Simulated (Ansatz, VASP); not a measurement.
**Two plane-wave programs on MgTe**

Contents of POSCAR:

```
MgTe
1.0
    4.4403065765      0.0000000000      0.0000000000
   -2.2201532883      3.8454182958      0.0000000000
    0.0000000000      0.0000000000      7.6362975402
Mg Te
2 2
Direct
    0.3333333333      0.6666666667      0.0046940968
    0.6666666667      0.3333333333      0.5046940968
    0.3333333333      0.6666666667      0.3703059032
    0.6666666667      0.3333333333      0.8703059032
```

INCAR.step1

```
ALGO = Normal ; EDIFF = 1E-5
ENCUT = 520 ; GGA = PE
GGA_COMPAT = False ; ISIF = 2
ISMEAR = 0 ; LASPH = True
LCHARG = False ; LREAL = False
LWAVE = True ; NBANDS = 16
NELM = 120 ; PREC = Accurate
SIGMA = 0.01
```

The input INCAR.step2:

```
ALGO = Normal ; EDIFF = 1E-6
ENCUT = 520 ; GGA = PE
GGA_COMPAT = False ; HFSCREEN = 0.2079
ISIF = 2 ; ISMEAR = 0
ISTART = 1 ; LASPH = True
LCHARG = False ; LHFCALC = True
LREAL = False ; LWAVE = False
NBANDS = 16 ; NELM = 120
PREC = Accurate ; PRECFOCK = Normal
SIGMA = 0.01
```

The input KPOINTS:

```
k-points
0
Gamma
  6 6 2
```

Input for Ansatz:

```yaml
crystal:
  lattice:
    - [4.4403065765, 0.0, 0.0]
    - [-2.2201532883, 3.8454182958, 0.0]
    - [0.0, 0.0, 7.6362975402]
  atoms:
    - { symbol: Mg, position: [0.3333333333, 0.6666666667, 0.0046940968] }
    - { symbol: Mg, position: [0.6666666667, 0.3333333333, 0.5046940968] }
    - { symbol: Te, position: [0.3333333333, 0.6666666667, 0.3703059032] }
    - { symbol: Te, position: [0.6666666667, 0.3333333333, 0.8703059032] }
kpoints:
  mp_grid: { grid: [6, 6, 2] }
  band_path:
    path:
      - [0.0, 0.0, 0.0]
      - [0.5, 0.0, 0.0]
      - [0.3333333333, 0.3333333333, 0.0]
      - [0.0, 0.0, 0.5]
      - [0.5, 0.0, 0.5]
      - [0.3333333333, 0.3333333333, 0.5]
    npoints: 1
hamiltonian:
  xc: hse06
scf:
  occupations: { method: fixed }
  n_extra_bands: 5
output:
  forces: true
  stress: true
  eigenvalues: true
```

Change from the starting cell: epitaxial_xy strain -3.0%.

Alike in both runs: task single point; functional HSE06; k mesh 6 × 6 × 2; no spin polarisation.

|  | VASP | Ansatz |
| --- | --- | --- |
| version | VASP 6.6.1 | Ansatz 0.2.0 |
| potentials or method | VASP PAW PBE potentials, release 64 (Mg, Te) | plane waves, PAW |
| plane-wave cutoff (eV) | 520 | 420 |
| occupations | gaussian, width 0.01 eV | fixed |
| valence electrons in the cell | 16 | 52 |

Ansatz gave:

| Property | Result |
| --- | --- |
| gap on the k mesh at the Fermi level (eV) | 3.27 |
| pressure (GPa) | 1.3 |
| traceless stress, the component that is largest in VASP (GPa) | -1.40 |
| rms of the force components (eV/Å) | 0.002 |

Question: What did VASP give for the same quantities?

Answer: gap on the k mesh at the Fermi level (eV): 3.16; pressure (GPa): 1.1; traceless stress, the component that is largest in VASP (GPa): -1.40; rms of the force components (eV/Å): 0.004.

Atom by atom the forces differ by 0.002 eV/Å (rms over components). VASP's potentials hold 16 valence electrons a cell and Ansatz's 52, so a difference there can come from the potentials and not from the codes. Ansatz's warnings: stress exchange threshold loose, stress scf threshold loose.

Spin-orbit coupling is off throughout.
